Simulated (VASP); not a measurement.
**Al: single point with PBE**

The system is Al.

```
CELL_PARAMETERS angstrom
2.72212 0.00000 0.00000
0.00000 2.72212 0.00000
0.00000 0.00000 2.72212
ATOMIC_POSITIONS crystal
Al 0.00000 0.00000 0.00000
```

| Item | Value |
| --- | --- |
| Program | VASP 6.6.1 |
| Task | single point |
| Functional | PBE |
| Potentials or basis | VASP PAW PBE potentials, release 64 (Al) |
| Cutoff | 500 eV |
| k mesh | 20 × 20 × 20 |
| Occupations | fermi-dirac, width 0.0612256 eV |
| Spin | no spin polarisation |
| Dipole correction | no |
| Further INCAR settings | ALGO = Normal; EDIFF = 1e-06; NBANDS = 8 |

The pressure is 0.0 GPa.

Levels at points of the mesh, in eV from the Fermi level:
```tsv
k point	band 1	band 2	band 3	band 4	band 5	band 6
(0.00, 0.00, 0.00)	-9.54	8.00	8.00	9.13	9.13	9.13
(0.50, 0.00, 0.00)	-5.20	-4.07	10.55	12.64	12.64	14.20
(0.50, 0.50, 0.00)	-0.54	-0.54	-0.28	2.21	16.20	16.79
(0.50, 0.50, 0.50)	2.87	2.87	2.87	5.59	5.59	5.59
```

It took 15 s on 1 thread of Intel(R) Xeon(R) Platinum 8259CL CPU @ 2.50GHz (Skylake/Cascade Lake), on a shared host, peak memory 0.14 GiB.
